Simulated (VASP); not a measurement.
## CuNi5: single point with PBE

The system is CuNi5.

```xyz
6
Lattice="2.4912 0.0000 0.0000 -1.2456 2.1574 0.0000 0.0000 0.0000 12.3540" Properties=species:S:1:pos:R:3 pbc="T T T"
Cu    1.2456    0.7191    0.0000
Ni    0.0000    1.4383   10.2495
Ni    0.0000    1.4383    2.1044
Ni    0.0000    1.4383    6.1770
Ni    1.2456    0.7191    4.1372
Ni    1.2456    0.7191    8.2168
```

```yaml
Program: VASP 6.6.1
Task: single point
Functional: PBE
Potentials_or_basis: VASP PAW PBE potentials, release 64 (Cu, Ni)
Cutoff: 520 eV
k_mesh: 6 × 6 × 2
Occupations: gaussian, width 0.1 eV
Spin: collinear spin, ferromagnetic start
Starting_moments: "[0.0, 0.66, 0.66, 0.66, 0.66, 0.66] μB"
```

```yaml
Pressure: 0.2 GPa
Largest_force: 0.065 eV/Å
Net_moment: 3.12 μB per cell
Site_moments: Cu +0.01; Ni +0.54, +0.70 μB
Valence_electrons_inside_the_program's_atomic_spheres: Cu 10.05; Ni 9.29, 9.30
```

Forces in eV/Å, atoms in the order of the input:
```
Cu   0.000  0.000  0.000
Ni   0.000  0.000 -0.065
Ni   0.000  0.000  0.065
Ni   0.000  0.000  0.000
Ni   0.000  0.000 -0.014
Ni   0.000  0.000  0.014
```

Stress tensor (GPa, compression positive):
```
0.13 0.00 0.00
0.00 0.13 0.00
0.00 0.00 0.48
```

Levels at points of the mesh, in eV from the Fermi level:
Spin up:
| k point | band 29 | band 30 | band 31 | band 32 | band 33 | band 34 | band 35 | band 36 | band 37 | band 38 |
| --- | --- | --- | --- | --- | --- | --- | --- | --- | --- | --- |
| (0.00, 0.00, 0.00) | -1.21 | -0.90 | -0.90 | -0.73 | -0.73 | -0.71 | -0.71 | -0.46 | 5.21 | 9.82 |
| (0.50, 0.00, 0.00) | -0.30 | -0.30 | 0.58 | 0.76 | 1.09 | 2.09 | 2.41 | 2.94 | 6.56 | 6.91 |
| (0.00, 0.00, 0.50) | -1.16 | -1.16 | -0.93 | -0.93 | -0.72 | -0.72 | -0.71 | -0.71 | 6.48 | 7.05 |
| (0.50, 0.00, 0.50) | -0.30 | -0.30 | 0.83 | 1.00 | 1.27 | 1.45 | 2.67 | 2.89 | 6.33 | 6.62 |
Spin down:
| k point | band 27 | band 28 | band 29 | band 30 | band 31 | band 32 | band 33 | band 34 |
| --- | --- | --- | --- | --- | --- | --- | --- | --- |
| (0.00, 0.00, 0.00) | -0.76 | -0.50 | -0.50 | -0.49 | -0.19 | -0.19 | -0.01 | -0.01 |
| (0.50, 0.00, 0.00) | 0.26 | 0.28 | 0.35 | 0.36 | 0.61 | 0.83 | 1.46 | 2.28 |
| (0.00, 0.00, 0.50) | -0.79 | -0.79 | -0.47 | -0.47 | -0.20 | -0.20 | -0.01 | -0.01 |
| (0.50, 0.00, 0.50) | 0.26 | 0.28 | 0.35 | 0.36 | 1.04 | 1.39 | 1.40 | 1.57 |

Wall time 80 s on 1 thread of Intel(R) Xeon(R) 6975P-C (Granite Rapids), with other jobs on the host, peak memory 0.24 GiB.

Caveat: the k points lie up to 0.49 Å⁻¹ apart.
